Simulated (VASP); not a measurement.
Input of a VASP 6.6.1 run:

File INCAR:

```
SYSTEM = Hf3H
PREC = Accurate
ENCUT = 520
EDIFF = 1E-6
ISMEAR = 0
SIGMA = 0.1
LREAL = .False.
LASPH = .True.
NELM = 60
ALGO = Normal
ISIF = 2
LWAVE = .False.
LCHARG = .False.
LDIPOL = .True.
IDIPOL = 3
DIPOL = 0.5 0.5 0.357
GGA = PE
IBRION = 2
NSW = 36
EDIFFG = -0.025
```

File KPOINTS:

```
Automatic mesh
0
Gamma
  9 9 1
  0 0 0
```

Contents of POSCAR:

```
Hf3H
1.0
    3.0697355021      0.0000000000      0.0000000000
   -1.0232451674      2.8941743867      0.0000000000
    0.0000000000      0.0000000000     20.2814081478
Hf H
3 1
Selective dynamics
Direct
    0.5000000000      0.5000000000      0.1972249644  F F F
    0.0000000000      0.0000000000      0.3153436029  F F F
    0.5000000000      0.5000000000      0.4329782273  F F F
    0.8333333333      1.1666666667      0.4820041535  F F T
```

Potentials or basis: VASP PAW PBE potentials, release 64 (Hf_pv, H).

Command:

```sh
$ cat potpaw_PBE.64/Hf_pv/POTCAR potpaw_PBE.64/H/POTCAR > POTCAR
$ mpirun -np 1 vasp_std > vasp.out
```

Predict the band gap on the k mesh.

zero (an odd number of electrons rules out a gap without spin polarisation).

Estimate the energy gained by relaxing.

5.2 meV/atom.

Step by step:
| step | energy change (eV) | largest force on free atoms (eV/Å) | pressure (GPa) |
| --- | --- | --- | --- |
| 1 | 0.0000 | 0.3646 | -0.08 |
| 2 | -0.0059 | 0.3084 | -0.13 |
| 3 | -0.0178 | 0.1405 | -0.31 |
| 4 | -0.0142 | 0.2075 | -0.62 |
| 5 | -0.0207 | 0.0010 | -0.43 |

Caveat: spin-orbit coupling is left out, which moves the levels of the heavy elements.
